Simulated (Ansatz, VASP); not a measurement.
# Tl in VASP and in Ansatz

Contents of POSCAR:

```
Tl
1.0
    1.8799530000      3.2561700000      0.0000000000
   -1.8799530000      3.2561700000      0.0000000000
    0.0000000000      0.0000000000      5.9038240000
Tl
2
Direct
    0.3333300000      0.3333400000      0.2500000000
    0.6666600000      0.6666700000      0.7500000000
```

Contents of INCAR.step1:

```
SYSTEM = Tl
  PREC = Accurate
  ENCUT = 520
  ISMEAR = -5
  SIGMA = 0.1
  LREAL = .False.
  LASPH = .True.
  NELM = 60
  NBANDS = 20
  GGA = PE
  ALGO = Normal
  EDIFF = 1E-4
  LWAVE = .True.
  LCHARG = .False.
```

File INCAR.step2:

```
SYSTEM = Tl
  PREC = Accurate
  ENCUT = 520
  EDIFF = 1E-6
  ISMEAR = -5
  SIGMA = 0.1
  LREAL = .False.
  LASPH = .True.
  NELM = 60
  ALGO = Normal
  ISIF = 2
  LWAVE = .False.
  LCHARG = .True.
  METAGGA = R2SCAN
  LMIXTAU = .True.
  LELF = .True.
  LVHAR = .True.
  NBANDS = 20
  ISTART = 1
```

Contents of KPOINTS:

```
regular mesh
0
Gamma
  6 6 3
  0 0 0
```

Input for Ansatz:

```yaml
crystal:
  lattice:
    - [1.879953, 3.25617, 0.0]
    - [-1.879953, 3.25617, 0.0]
    - [0.0, 0.0, 5.903824]
  atoms:
    - { symbol: Tl, position: [0.33333, 0.33334, 0.25] }
    - { symbol: Tl, position: [0.66666, 0.66667, 0.75] }
  symmetry: { tolerance: 0.0003 }
kpoints:
  mp_grid: { grid: [6, 6, 3], shift: [0, 0, 0] }
magnetization:
  spin_polarized: false
scf:
  occupations: { method: tetrahedron }
hamiltonian:
  pseudopotentials: { kind: paw }
  xc: r2scan
basis:
  ecutwfc: 500
output:
  forces: true
  stress: true
  eigenvalues: true
```

Alike in both runs: task single point; functional r2SCAN; k mesh 6 × 6 × 3; occupations tetrahedron; no spin polarisation.

|  | VASP | Ansatz |
| --- | --- | --- |
| version | VASP 6.6.1 | Ansatz 0.2.0 |
| potentials or method | VASP PAW PBE potentials, release 64 (Tl_d), cutoff 520 eV | PAW plane waves |
| valence electrons in the cell | 26 | 26 |

```tsv
	VASP	Ansatz	Ansatz less VASP
gap on the k mesh at the Fermi level (eV)	none	none	-
pressure (GPa)	-3.6	-3.5	+0.08
traceless stress, the component that is largest in VASP (GPa)	0.34	0.21	-0.132
rms of the force components (eV/Å)	0.010	0.000	-0.0103
```

VASP's potentials were made for PBE, not for r2SCAN. Atom by atom the forces differ by 0.010 eV/Å (rms over components). A gap of «none» marks a metal or a gap that the smearing closes. Ansatz's warnings: band table not solved further, structure snapped to symmetry, tetrahedron derivatives may miss energy slope.

Spin-orbit coupling is off throughout.
